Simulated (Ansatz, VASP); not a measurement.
# N in VASP and in Ansatz

INCAR

```
ALGO = Normal
EDIFF = 1E-8
ENCUT = 520
GGA = PS
ISIF = 2
ISMEAR = -1
LASPH = T
LCHARG = F
LEFG = T
LREAL = F
LWAVE = F
NBANDS = 18
NELM = 100
PREC = Accurate
SIGMA = 0.02
```

KPOINTS

```
k-points
0
Gamma
  4 4 4
```

File POSCAR:

```
N
1.0
    5.6490000000      0.0282450000      0.0282450000
    0.0282450000      5.6490000000      0.0282450000
    0.0282450000      0.0282450000      5.6490000000
N
4
Direct
    0.0300000000      0.0300000000      0.0300000000
    0.4700000000      0.9700000000      0.5300000000
    0.5300000000      0.4700000000      0.9700000000
    0.9700000000      0.5300000000      0.4700000000
```

Input for Ansatz:

```yaml
crystal:
  lattice:
    - [5.649, 0.028245, 0.028245]
    - [0.028245, 5.649, 0.028245]
    - [0.028245, 0.028245, 5.649]
  atoms:
    - { symbol: "N", position: [0.03, 0.03, 0.03] }
    - { symbol: "N", position: [0.47, 0.97, 0.53] }
    - { symbol: "N", position: [0.53, 0.47, 0.97] }
    - { symbol: "N", position: [0.97, 0.53, 0.47] }
kpoints:
  mp_grid: { grid: [4, 4, 4] }
scf:
  occupations: { method: fermi_dirac, width: 0.02 }
hamiltonian:
  xc: pbesol
  pseudopotentials: { kind: paw }
output:
  forces: true
  stress: true
  eigenvalues: true
  efg: { contact_densities: true }
```

Change from the starting cell: equal xy, yz and zx shear strains of +1 %, PAW files.

Alike in both runs: task electric field gradients; functional PBEsol; k mesh 4 × 4 × 4; occupations fermi-dirac, width 0.02 eV; no spin polarisation.

|  | VASP | Ansatz |
| --- | --- | --- |
| version | VASP 6.6.1 | Ansatz 0.2.0 |
| potentials or method | VASP PAW PBE potentials, release 64 (N) | PAW with Ansatz's default frozen-core files, scalar-relativistic |
| plane-wave cutoff (eV) | 520 | 420 |
| valence electrons in the cell | 20 | 20 |

VASP gave:

```
pressure (GPa)                                                : -4.1
traceless stress, the component that is largest in VASP (GPa) : 0.08
rms of the force components (eV/Å)                            : 0.227
size of Vzz on the site where it differs most (V/Å²)          : 6.6
```

Task: What did Ansatz give for the same quantities?

Result: Pressure (GPa): -4.1; traceless stress, the component that is largest in VASP (GPa): 0.08; rms of the force components (eV/Å): 0.228; size of Vzz on the site where it differs most (V/Å²): 6.5.

VASP's potentials were made for PBE, not for PBEsol. Atom by atom the forces differ by 0.001 eV/Å (rms over components). With one functional, cell and mesh, what is left measures potentials, basis and numerics.
